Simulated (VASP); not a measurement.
Here is a VASP 6.6.1 calculation.

INCAR

```
SYSTEM = Co
ALGO = Normal
EDIFF = 1E-6
ENCUT = 600
GGA = PE
GGA_COMPAT = .False.
ISIF = 2
ISMEAR = -1
ISPIN = 2
LASPH = .True.
LCHARG = .True.
LELF = .True.
LMAXMIX = 4
LORBIT = 11
LREAL = .False.
LVHAR = .True.
LWAVE = .False.
MAGMOM = 0.54 0.54
NBANDS = 20
NELM = 200
NUPDOWN = 1.08
PREC = Accurate
SIGMA = 0.08
```

The input KPOINTS:

```
k-points
0
Gamma
  15 15 8
  0 0 0
```

The input POSCAR:

```
Co
1.0
    2.5074000000      0.0000000000      0.0000000000
   -1.2537000000      2.1714720974      0.0000000000
    0.0000000000      0.0000000000      4.0699000000
Co
2
Direct
    0.3333333333      0.6666666667      0.2500000000
    0.6666666667      0.3333333333      0.7500000000
```

Potentials or basis: VASP PAW PBE potentials, release 64 (Co).

Command:

```bash
$ cat potpaw_PBE.64/Co/POTCAR > POTCAR
$ mpirun -np 1 vasp_std > vasp.out
```

Estimate the pressure.

-14.1 GPa.

Stress tensor (GPa, compression positive):
```
-13.37   0.00   0.00
  0.00 -13.37   0.00
  0.00   0.00 -15.48
```

Caveat: the cell stands under tension; the total moment is fixed, so each spin has its own Fermi level and the state may be an excited one.
